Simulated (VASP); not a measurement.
# CdSn2 (I4/mmm) in VASP: notebook

CdSn2 is run at these levels: PBE; tasks: single point, relaxation of cell and atoms.

Everything below comes from runs of VASP 6.6.1. Logs are shortened: lines on timing, memory, paths and dates and some standing lists are left out, and cuts for length are marked.

## Step 1: The cell of the first run

Symmetry: I4/mmm, No. 139, tetragonal system. Conventional cell: a = 3.898 Å, b = 3.898 Å, c = 9.561 Å, α = 90.00°, β = 90.00°, γ = 90.00°. Cd (site symmetry 4/mmm) has 10 Sn at 3.18 to 3.20 Å and 4 Cd at 3.90 Å within 4.2 Å. Within 4.2 Å of Sn (site symmetry 4mm) lie 9 Sn at 3.16 to 3.90 Å and 5 Cd at 3.18 to 3.20 Å.

## Step 2: Single point, PBE

INCAR

```
PREC = Accurate
ENCUT = 520
EDIFF = 1E-6
ISMEAR = 0
SIGMA = 0.1
LREAL = False
LASPH = True
NELM = 100
ALGO = Normal
ISIF = 2
LWAVE = False
LCHARG = False
GGA = PE
NBANDS = 27
```

KPOINTS

```
Automatic mesh
0
Gamma
  6 6 6
```

POSCAR

```
CdSn2
1.0
   -1.9488252545      1.9488252545      4.7807119525
    1.9488252545     -1.9488252545      4.7807119525
    1.9488252545      1.9488252545     -4.7807119525
Cd Sn
1 2
Direct
    0.0000000000      0.0000000000      0.0000000000
    0.6650000000      0.6650000000      0.0000000000
    0.3350000000      0.3350000000      0.0000000000
```

Potentials or basis: VASP PAW PBE potentials, release 64 (Cd, Sn_d).

Started as:

```
> cat potpaw_PBE.64/Cd/POTCAR potpaw_PBE.64/Sn_d/POTCAR > POTCAR
> mpirun -np 1 vasp_std > vasp.out
```

OUTCAR:

```text
PREC = Accurate
   ENCUT = 520
   EDIFF = 1E-6
   ISMEAR = 0
   LREAL = False
   LASPH = True
   NELM = 100
   ISIF = 2
   GGA = PE

 ion  position               nearest neighbor table
   1  0.000  0.000  0.000-   3 3.18   2 3.18   2 3.18   2 3.18   2 3.18   3 3.18   3 3.18   3 3.18
                             2 3.20   3 3.20
   2  0.665  0.665  0.000-   3 3.16   1 3.18   1 3.18   1 3.18   1 3.18   3 3.20   3 3.20   3 3.20
                             3 3.20   1 3.20
   3  0.335  0.335  0.000-   2 3.16   1 3.18   1 3.18   1 3.18   1 3.18   2 3.20   2 3.20   2 3.20
                             2 3.20   1 3.20

  LATTYP: Found a body centered tetragonal cell.
 ALAT       =     3.8976505090
 C/A-ratio  =     2.4531250000

  Lattice vectors:

 A1 = (  -1.9488252545,   1.9488252545,   4.7807119525)
 A2 = (   1.9488252545,  -1.9488252545,   4.7807119525)
 A3 = (   1.9488252545,   1.9488252545,  -4.7807119525)

Analysis of symmetry for initial positions (statically):
=====================================================================
 Subroutine PRICEL returns:
 Original cell was already a primitive cell.

 Routine SETGRP: Setting up the symmetry group for a
 body centered tetragonal supercell.

 Subroutine GETGRP returns: Found 16 space group operations
 (whereof 16 operations were pure point group operations)
 out of a pool of 16 trial point group operations.

The static configuration has the point symmetry D_4h.

Analysis of symmetry for dynamics (positions and initial velocities):
=====================================================================
 Subroutine PRICEL returns:
 Original cell was already a primitive cell.

 Routine SETGRP: Setting up the symmetry group for a
 body centered tetragonal supercell.

 Subroutine GETGRP returns: Found 16 space group operations
 (whereof 16 operations were pure point group operations)
 out of a pool of 16 trial point group operations.

The dynamic configuration has the point symmetry D_4h.

 Subroutine INISYM returns: Found 16 space group operations
 (whereof 16 operations are pure point group operations),
 and found     1 'primitive' translations

----------------------------------------------------------------------------------------

                                     Primitive cell

  volume of cell :      72.6270

  direct lattice vectors                    reciprocal lattice vectors
    -1.948825254  1.948825254  4.780711952     0.000000000  0.256564820  0.104586933
     1.948825254 -1.948825254  4.780711952     0.256564820  0.000000000  0.104586933
     1.948825254  1.948825254 -4.780711952     0.256564820  0.256564820  0.000000000

  length of vectors
     5.518246689  5.518246689  5.518246689     0.277063049  0.277063049  0.362837448

  position of ions in fractional coordinates (direct lattice)
     0.000000000  0.000000000  0.000000000
     0.665000000  0.665000000  0.000000000
     0.335000000  0.335000000  0.000000000

  ion indices of the primitive-cell ions
   primitive index   ion index
                 1           1
                 2           2
                 3           3

----------------------------------------------------------------------------------------

 KPOINTS: Automatic mesh

Automatic generation of k-mesh.
 Grid dimensions read from file:
 generate k-points for:    6    6    6

 Generating k-lattice:

  Cartesian coordinates                     Fractional coordinates (reciprocal lattice)
     0.000000000  0.042760803  0.017431155     0.166666667  0.000000000  0.000000000
     0.042760803  0.000000000  0.017431155     0.000000000  0.166666667  0.000000000
     0.042760803  0.042760803  0.000000000     0.000000000  0.000000000  0.166666667

  Length of vectors
     0.046177175  0.046177175  0.060472908

  Shift w.r.t. Gamma in fractional coordinates (k-lattice)
     0.000000000  0.000000000  0.000000000

 Subroutine IBZKPT returns following result:
 ===========================================

 Found     30 irreducible k-points:

 Following reciprocal coordinates:
            Coordinates               Weight
  0.000000  0.000000  0.000000      1.000000
  0.166667  0.000000 -0.000000      8.000000
  0.333333  0.000000 -0.000000      8.000000
  0.500000  0.000000 -0.000000      4.000000
  0.166667  0.166667 -0.000000      8.000000
  0.333333  0.166667 -0.000000     16.000000
[... 16 lines left out ...]
 -0.333333 -0.333333  0.166667      8.000000
 -0.166667 -0.333333  0.166667      8.000000
 [... further k-points ...]
   k-points           NKPTS =     30   k-points in BZ     NKDIM =     30   number of bands    NBANDS=     27
   number of dos      NEDOS =    301   number of ions     NIONS =      3
   total plane-waves  NPLWV =  74088
   dimension x,y,z NGX =    42 NGY =   42 NGZ =   42
   dimension x,y,z NGXF=    84 NGYF=   84 NGZF=   84
   ions per type =               1   2
   NGX,Y,Z   is equivalent  to a cutoff of  12.65, 12.65, 12.65 a.u.
   NGXF,Y,Z  is equivalent  to a cutoff of  25.31, 25.31, 25.31 a.u.
 SYSTEM =  unknown system
   PREC   = accura    normal or accurate (medium, high low for compatibility)
   ISTART =      0    job   : 0-new  1-cont  2-samecut
   ICHARG =      2    charge: 1-file 2-atom 10-const
   ISPIN  =      1    spin polarized calculation?
   LNONCOLLINEAR =      F non collinear calculations
   LSORBIT =      F    spin-orbit coupling
   LASPH  =      T    aspherical Exc in radial PAW
   ENCUT  =  520.0 eV  38.22 Ry    6.18 a.u.  10.26 10.26 10.26*2*pi/ulx,y,z
   NELM   =    100;   NELMIN=  2; NELMDL= -5     # of ELM steps
   EDIFF  = 0.1E-05   stopping-criterion for ELM
   LREAL  =      F    real-space projection
   EDIFFG = 0.1E-04   stopping-criterion for IOM
   NSW    =      0    number of steps for IOM
   IBRION =     -1    ionic relax: 0-MD 1-quasi-New 2-CG
   NFREE  =      0    steps in history (QN), initial steepest desc. (CG)
   ISIF   =      2    stress and relaxation
   ISYM   =      2    0-nonsym 1-usesym 2-fastsym
   POTIM  = 0.5000    time-step for ionic-motion
   TEBEG  =    0.0;   TEEND  =   0.0 temperature during run
   PSTRESS=    0.0 pullay stress
   NELECT =      40.0000    total number of electrons
   NUPDOWN=      -1.0000    fix difference up-down
   EMIN   =  10.00;   EMAX   =-10.00  energy-range for DOS
   EFERMI =   0.00;   METHOD = LEGACY
   ISMEAR =     0;   SIGMA  =   0.10  broadening in eV -4-tet -1-fermi 0-gaus
   EFERMI_NEDOS =   21; number of points for ismear=-14 and -15
   IALGO  =     38    algorithm
   IMIX   =      4    mixing-type and parameters
     AMIX     =   0.40;   BMIX     =  1.00
     AMIX_MAG =   1.60;   BMIX_MAG =  1.00
  volume/ion in A,a.u.               =      24.21       163.37
  Fermi-wavevector in a.u.,A,eV,Ry     =   1.341926  2.535873 24.500916  1.800767
  Thomas-Fermi vector in A             =   2.470121
   LORBIT       =      0    0 simple, 1 ext, 2 COOP (PROOUT), +10 PAW based schemes
   GGA     = PE    functional components
   LHFCALC =     F    Hartree Fock is set to
   AEXX    =    0.0000 exact exchange contribution
   IVDW    =     0    specifies the selected vdW correction
   LEPSILON=     F    determine dielectric tensor
   LRPA    =     F    only Hartree local field effects (RPA)
 non-spin polarized calculation
 Gauss-broadening in eV      SIGMA  =   0.10
  energy-cutoff  :      520.00
  volume of cell :       72.63
 maximum number of plane-waves:      1974
 NGX is ok and might be reduce to    42
   NGX = 21   NGY = 21   NGZ = 21

 number of electron      40.0000000 magnetization

 Free energy of the ion-electron system (eV)
  ---------------------------------------------------
  ext. energy  EPLUGINS =         0.00000000
  ---------------------------------------------------
  free energy    TOTEN  =        -8.03616919 eV

  energy without entropy =       -8.02732808  energy(sigma->0) =       -8.03174864

 E-fermi :   7.0513     XC(G=0): -10.7649

 val. band max:        7.0249684729   @ k =  -0.1667  -0.3333   0.1667
 cond. band min:       7.0599060194   @ k =  -0.1667  -0.3333   0.1667
 fundamental gap:      0.0349375466
 Fermi energy:         7.0513265826

 k-point     1 :       0.0000    0.0000    0.0000
  band No.  band energies     occupation
      1     -14.4900      2.00000
      2     -14.4799      2.00000
      3     -14.4569      2.00000
      4     -14.4397      2.00000
      5     -14.4397      2.00000
      6     -14.4084      2.00000
[... 19 lines left out ...]
     26      13.1320      0.00000
     27      16.3293      0.00000

 k-point     2 :       0.1667    0.0000   -0.0000
  band No.  band energies     occupation
      1     -14.4993      2.00000
      2     -14.4778      2.00000
      3     -14.4695      2.00000
      4     -14.4537      2.00000
      5     -14.4402      2.00000
      6     -14.3950      2.00000
[... 19 lines left out ...]
     26      14.3365      0.00000
     27      14.4995      0.00000

 k-point     3 :       0.3333    0.0000   -0.0000
  band No.  band energies     occupation
      1     -14.5119      2.00000
      2     -14.4973      2.00000
      3     -14.4798      2.00000
      4     -14.4727      2.00000
      5     -14.4251      2.00000
      6     -14.3940      2.00000
[... 19 lines left out ...]
     26      12.6522      0.00000
     27      14.1081      0.00000

 k-point     4 :       0.5000    0.0000   -0.0000
  band No.  band energies     occupation
      1     -14.5148      2.00000
      2     -14.5054      2.00000
      3     -14.4943      2.00000
      4     -14.4782      2.00000
      5     -14.4138      2.00000
      6     -14.3841      2.00000
[... 19 lines left out ...]
     26      12.8289      0.00000
     27      13.4269      0.00000
[... 516 lines left out ...]
      4     -14.4674      2.00000
      5     -14.4278      2.00000
      6     -14.4025      2.00000
[... 19 lines left out ...]
     26      13.5407      0.00000
     27      13.6066      0.00000

 k-point    23 :      -0.3333   -0.3333    0.1667
  band No.  band energies     occupation
      1     -14.5196      2.00000
      2     -14.5007      2.00000
      3     -14.4911      2.00000
      4     -14.4688      2.00000
      5     -14.4493      2.00000
      6     -14.3764      2.00000
[... 19 lines left out ...]
     26      13.3721      0.00000
     27      14.3855      0.00000

 k-point    24 :      -0.1667   -0.3333    0.1667
  band No.  band energies     occupation
      1     -14.5103      2.00000
      2     -14.4964      2.00000
      3     -14.4777      2.00000
      4     -14.4725      2.00000
      5     -14.4540      2.00000
      6     -14.3843      2.00000
[... 19 lines left out ...]
     26      14.3939      0.00000
     27      14.7625      0.00000

 [... further k-points ...]

------------------------ aborting loop because EDIFF is reached ----------------------------------------

  FORCE on cell =-STRESS in cart. coord.  units (eV):
  Direction    XX          YY          ZZ          XY          YZ          ZX
  --------------------------------------------------------------------------------------
  -------------------------------------------------------------------------------------
  Total        2.4910209      2.4910209      2.8870790      0.0000000      0.0000000      0.0000000
  in kB       54.9527705     54.9527705     63.6899465      0.0000000      0.0000000      0.0000000
  external PRESSURE =      57.8651625 kB  Pullay stress =       0.0000000 kB

 VOLUME and BASIS-vectors are now :
 -----------------------------------------------------------------------------
  energy-cutoff  :      520.00
  volume of cell :       72.63
      direct lattice vectors                 reciprocal lattice vectors
    -1.948825254  1.948825254  4.780711952     0.000000000  0.256564820  0.104586933
     1.948825254 -1.948825254  4.780711952     0.256564820  0.000000000  0.104586933
     1.948825254  1.948825254 -4.780711952     0.256564820  0.256564820  0.000000000

 POSITION                                       TOTAL-FORCE (eV/Angst)
 -----------------------------------------------------------------------------------
      0.00000      0.00000      0.00000         0.000000      0.000000     -0.000000
      0.00000      0.00000      6.35835        -0.000000     -0.000000      0.169179
      0.00000      0.00000      3.20308         0.000000      0.000000     -0.169179
 -----------------------------------------------------------------------------------
    total drift:                               -0.000000     -0.000000      0.000000

  FREE ENERGIE OF THE ION-ELECTRON SYSTEM (eV)
  ---------------------------------------------------
  free  energy   TOTEN  =        -8.0361691875 eV

  energy  without entropy=       -8.0273280845  energy(sigma->0) =       -8.03174864
```

It took 1.9 min on 1 thread of Oxide Virtual Turin-like, shared host; peak memory 0.23 GiB.

Results:

```
Free energy            : -8.0362 eV
Pressure               : 5.8 GPa
Largest force          : 0.169 eV/Å
Band gap on the k mesh : zero (bands 20 and 21 overlap by 4.50 eV)
```

Forces in eV/Å, atoms in the order of the input:
```
Cd   0.000  0.000  0.000
Sn   0.000  0.000  0.169
Sn   0.000  0.000 -0.169
```

Levels at points of the mesh, in eV from the Fermi level:
| k point | band 17 | band 18 | band 19 | band 20 | band 21 | band 22 | band 23 | band 24 |
| --- | --- | --- | --- | --- | --- | --- | --- | --- |
| (0.00, 0.00, 0.00) | -4.38 | -2.92 | 0.65 | 0.70 | 0.70 | 1.89 | 1.93 | 1.93 |
| (0.50, 0.00, 0.00) | -7.08 | -3.81 | -3.61 | 2.19 | 2.64 | 2.68 | 3.12 | 4.41 |
| (0.50, 0.50, 0.00) | -5.62 | -4.47 | -2.71 | -2.60 | -1.84 | 1.38 | 1.39 | 2.86 |
| (0.50, 0.50, 0.50) | -8.15 | -0.85 | -0.85 | -0.78 | 3.49 | 3.96 | 5.44 | 5.87 |

Caveat: the cell stands under pressure; spin-orbit coupling is left out, which moves the levels of the heavy elements.

## Step 3: Single point, PBE

This run uses another cell than the first one, of 26.86 Å³/atom.

INCAR

```
SYSTEM = CdSn2
  ALGO = Normal
  EDIFF = 1E-6
  ENCUT = 520
  GGA = PE
  ISIF = 2
  ISMEAR = 0
  LASPH = .True.
  LCHARG = .False.
  LREAL = .False.
  LWAVE = .False.
  NBANDS = 27
  NELM = 80
  PREC = Accurate
  SIGMA = 0.1
```

KPOINTS

```
k-points
0
Gamma
  6 6 6
  0 0 0
```

POSCAR

```
CdSn2
1.0
   -2.0246055702      2.0246055702      4.9139840246
    2.0246055702     -2.0246055702      4.9139840246
    2.0246055702      2.0246055702     -4.9139840246
Cd Sn
1 2
Direct
    0.0000000000      0.0000000000      0.0000000000
    0.6699550848      0.6699550848      0.0000000000
    0.3300449152      0.3300449152      0.0000000000
```

Potentials or basis: VASP PAW PBE potentials, release 64 (Cd, Sn_d).

Started as:

```
> cat potpaw_PBE.64/Cd/POTCAR potpaw_PBE.64/Sn_d/POTCAR > POTCAR
> mpirun -np 1 vasp_std > vasp.out
```

Run time: 1.9 min. Hardware: 1 thread of Oxide Virtual Turin-like, shared host; peak memory 0.24 GiB.

It converged, with:

```yaml
Free_energy: -8.1733 eV
Pressure: 0.0 GPa
Largest_force: 0.012 eV/Å
Band_gap_on_the_k_mesh: zero (bands 20 and 21 overlap by 3.73 eV)
```

Forces in eV/Å, atoms in the order of the input:
```
Cd   0.000  0.000  0.000
Sn   0.000  0.000  0.012
Sn   0.000  0.000 -0.012
```

Stress tensor (GPa, compression positive):
```
 0.12  0.00  0.00
 0.00  0.12  0.00
 0.00  0.00 -0.11
```

Levels at points of the mesh, in eV from the Fermi level:
```tsv
k point	band 17	band 18	band 19	band 20	band 21	band 22	band 23	band 24
(0.00, 0.00, 0.00)	-4.35	-2.58	0.17	0.41	0.41	1.38	2.01	2.01
(0.50, 0.00, 0.00)	-6.93	-3.48	-3.35	1.89	2.28	2.39	2.69	3.90
(0.50, 0.50, 0.00)	-5.77	-4.04	-2.62	-2.51	-1.36	1.13	1.28	2.84
(0.50, 0.50, 0.50)	-7.60	-1.46	-0.83	-0.83	3.20	3.84	5.11	5.35
```

Caveat: spin-orbit coupling is left out, which moves the levels of the heavy elements.

[end of part 1 of 3]
